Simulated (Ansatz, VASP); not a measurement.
## SrCl2 in VASP and in Ansatz

```
CELL_PARAMETERS angstrom
2.08574 1.20420 6.13505
-2.08574 1.20420 6.13505
0.00000 -2.40841 6.13505
ATOMIC_POSITIONS crystal
Sr 0.00020 0.00020 0.00020
Cl 0.42277 0.42277 0.42277
Cl 0.24369 0.24369 0.24369
```

Alike in both runs: task single point; functional r2SCAN; k mesh 6 × 6 × 6; occupations methfessel-paxton of order 1, width 0.2 eV; no spin polarisation.

|  | VASP | Ansatz |
| --- | --- | --- |
| version | VASP 6.6.1 | Ansatz 0.2.0 |
| potentials or method | VASP PAW PBE potentials, release 64 (Sr_sv, Cl) | plane waves |
| plane-wave cutoff (eV) | 520 | 500 |
| valence electrons in the cell | 24 | 24 |

|  | VASP | Ansatz | Ansatz less VASP |
| --- | --- | --- | --- |
| pressure (GPa) | 0.7 | 0.6 | -0.03 |
| rms of the force components (eV/Å) | 0.004 | 0.006 | +0.0017 |

VASP's potentials were made for PBE, not for r2SCAN. Atom by atom the forces differ by 0.010 eV/Å (rms over components).
